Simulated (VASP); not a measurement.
**WSe2: single point with PBEsol**

Crystal: WSe2.

```
CELL_PARAMETERS angstrom
3.32067 0.00000 0.00000
-1.66034 2.87579 0.00000
0.00000 0.00000 15.26924
ATOMIC_POSITIONS crystal
W 0.33333 0.66667 0.25000
W 0.66667 0.33333 0.75000
Se 0.33333 0.66667 0.64009
Se 0.66667 0.33333 0.14009
Se 0.33333 0.66667 0.85991
Se 0.66667 0.33333 0.35991
```

* Program: VASP 6.6.1
* Task: single point
* Functional: PBEsol
* Potentials or basis: VASP PAW PBE potentials, release 64 (W_sv, Se)
* Cutoff: 520 eV
* k mesh: 10 × 10 × 2
* Occupations: gaussian, width 0.05 eV
* Spin: collinear spin
* Starting moments: [0.05, 0.05, 0.0, 0.0, 0.0, 0.0] μB

```json
{
  "Pressure": "-3.4 GPa",
  "Largest force": "0.343 eV/Å",
  "Band gap on the k mesh": "1.62 eV (least direct gap 1.81 eV)",
  "Net moment": "0.00 μB per cell",
  "Valence electrons inside the program's atomic spheres": "W 11.94; Se 3.88"
}
```

Forces on the atoms (eV/Å):
```
W    0.000  0.000  0.000
W    0.000  0.000  0.000
Se   0.000  0.000  0.343
Se   0.000  0.000  0.343
Se   0.000  0.000 -0.343
Se   0.000  0.000 -0.343
```

Stress tensor (GPa, compression positive):
```
-3.72  0.00  0.00
 0.00 -3.72  0.00
 0.00  0.00 -2.91
```

Levels at points of the mesh, in eV from the valence-band top:
Spin up:
```
           k point  band 23  band 24  band 25  band 26  band 27  band 28  band 29  band 30
(0.00, 0.00, 0.00)    -1.14    -1.14    -0.46     0.00     2.98     2.98     2.99     2.99
(0.50, 0.00, 0.00)    -0.91    -0.89    -0.86    -0.84     2.42     2.43     2.74     2.83
(0.00, 0.00, 0.50)    -1.15    -1.15    -0.18    -0.18     2.98     2.98     2.98     2.98
(0.50, 0.00, 0.50)    -0.90    -0.90    -0.85    -0.85     2.42     2.42     2.79     2.79
```
Spin down:
| k point | band 23 | band 24 | band 25 | band 26 | band 27 | band 28 | band 29 | band 30 |
| --- | --- | --- | --- | --- | --- | --- | --- | --- |
| (0.00, 0.00, 0.00) | -1.14 | -1.14 | -0.46 | 0.00 | 2.98 | 2.98 | 2.99 | 2.99 |
| (0.50, 0.00, 0.00) | -0.91 | -0.89 | -0.86 | -0.84 | 2.42 | 2.43 | 2.74 | 2.83 |
| (0.00, 0.00, 0.50) | -1.15 | -1.15 | -0.18 | -0.18 | 2.98 | 2.98 | 2.98 | 2.98 |
| (0.50, 0.00, 0.50) | -0.90 | -0.90 | -0.85 | -0.85 | 2.42 | 2.42 | 2.79 | 2.79 |

Run time: 9.4 min on 1 thread of Intel Xeon 8259CL, with other jobs on the host, peak memory 0.5 GiB.

Caveat: the cell stands under tension; the PAW data sets were made with another functional, which shifts forces and pressure a little; spin-orbit coupling is left out, which moves the levels of the heavy elements; this functional lacks dispersion, which binds the layers, so the pressure and a relaxed spacing across them are unreliable. A k mesh can miss the band edges.
